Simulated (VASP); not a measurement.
Set up this calculation in VASP 6.6.1, as the native input.

* Task: relaxation of cell and atoms
* Functional: PBE
* Potentials or basis: VASP PAW PBE potentials, release 64 (Sb, O)
* Cutoff: 600 eV
* k mesh: 4 × 4 × 4
* Occupations: gaussian, width 0.1 eV
* Spin: no spin polarisation
* Dipole correction: no
* Further INCAR settings: ALGO = Normal; EDIFF = 1e-06; IBRION = 2; EDIFFG = -0.04; NSW = 90; ISIF = 3

The structure of SbO6 lies in POSCAR:

```
SbO6
1.0
   -3.0520990200      3.0520990200      3.0227109300
    3.0520990200     -3.0520990200      3.0227109300
    3.0520990200      3.0520990200     -3.0227109300
Sb O
1 6
Direct
    0.0000000000      0.0000000000      0.0000000000
    0.0000000000      0.7085205900      0.7085205900
    0.0000000000      0.2914794100      0.2914794100
    0.7116465600      0.7116465600      0.0000000000
    0.2883534400      0.2883534400      0.0000000000
    0.7085205900      0.0000000000      0.7085205900
    0.2914794100      0.0000000000      0.2914794100
```

One way to write it, as run:

INCAR

```
SYSTEM = SbO6
ALGO = Normal
EDIFF = 1E-6
EDIFFG = -0.04
ENCUT = 600
GGA = PE
IBRION = 2
ISIF = 3
ISMEAR = 0
LASPH = .True.
LCHARG = .False.
LREAL = .False.
LWAVE = .False.
NELM = 100
NSW = 90
PREC = Accurate
SIGMA = 0.1
```

KPOINTS

```
k-points
0
Gamma
  4 4 4
  0 0 0
```

Potentials or basis: VASP PAW PBE potentials, release 64 (Sb, O).

Command:

```console
$ cat potpaw_PBE.64/Sb/POTCAR potpaw_PBE.64/O/POTCAR > POTCAR
$ mpirun -np 1 vasp_std > vasp.out
```

Results of the run:

```yaml
Relaxed_volume: 14.12 Å³/atom
Relaxed_cell: a = 5.047 Å, b = 5.047 Å, c = 5.047 Å, α = 108.58°, β = 108.58°, γ = 111.28°
Space_group_after_relaxing_to_0.05_Å: I4/mmm (No. 139)
Energy_gained_by_relaxing: 1329.0 meV/atom
Ionic_steps: 52
Pressure_after_relaxing: -0.2 GPa
Largest_force_after_relaxing: 0.040 eV/Å
```

Caveat: the k points lie up to 0.38 Å⁻¹ apart in the final cell; an odd number of electrons without spin polarisation forces a metal; a magnetic or distorted state may lie lower.

Wall time 31 min on 1 thread of Intel(R) Xeon(R) Platinum 8488C (Sapphire Rapids), on a shared host, peak memory 0.3 GiB.
